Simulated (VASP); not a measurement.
A run of VASP 6.6.1:

Contents of INCAR:

```
PREC = Accurate
ENCUT = 600
EDIFF = 1E-6
ISMEAR = 0
SIGMA = 0.01
LREAL = F
LASPH = T
NELM = 120
ALGO = Normal
ISIF = 2
LWAVE = F
LCHARG = F
GGA = RE
NBANDS = 11
GGA_COMPAT = F
```

Contents of KPOINTS:

```
Automatic mesh
0
Gamma
  8 8 8
```

The input POSCAR:

```
MgO
1.0
    0.0000000000      2.0205417537      2.0205417537
    2.0205417537      0.0000000000      2.0205417537
    2.0205417537      2.0205417537      0.0000000000
Mg O
1 1
Direct
    0.0000000000      0.0000000000      0.0000000000
    0.5000000000      0.5000000000      0.5000000000
```

Potentials or basis: VASP PAW PBE potentials, release 64 (Mg, O).

Run with:

```bash
$ cat potpaw_PBE.64/Mg/POTCAR potpaw_PBE.64/O/POTCAR > POTCAR
$ mpirun -np 1 vasp_std > vasp.out
```

Hardware: 1 thread of AMD EPYC 9R45 96-Core Processor (Zen 5) (shared host).

Estimate the wall time of this run.

It took 4.6 s on 1 thread of AMD EPYC 9R45 96-Core Processor (Zen 5), with other jobs on the host, peak memory 0.11 GiB. Counts: scf iterations 12, k points 29.
